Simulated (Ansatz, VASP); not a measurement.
## BP in VASP and in Ansatz

```
CELL_PARAMETERS angstrom
0.00000 2.25110 2.25110
2.25110 0.00000 2.25110
2.25110 2.25110 0.00000
ATOMIC_POSITIONS crystal
B 0.00000 0.00000 0.00000
P 0.25000 0.25000 0.25000
```

Alike in both runs: task single point; functional PBE; k mesh 10 × 10 × 10; occupations gaussian, width 0.02 eV; no spin polarisation.

|  | VASP | Ansatz |
| --- | --- | --- |
| version | VASP 6.6.1 | Ansatz 0.2.0 |
| potentials or method | VASP PAW PBE potentials, release 64 (B, P), cutoff 500 eV | scalar-relativistic, all-electron LAPW |

Ansatz gave:

* gap on the k mesh at the Fermi level (eV): 1.21
* least direct gap on the mesh (eV): 3.44
* pressure (GPa): 5.2

Question: Which values does VASP return?

Answer: gap on the k mesh at the Fermi level (eV): 1.21; least direct gap on the mesh (eV): 3.44; pressure (GPa): 5.0.

Ansatz ran all-electron here, and VASP with PAW potentials.
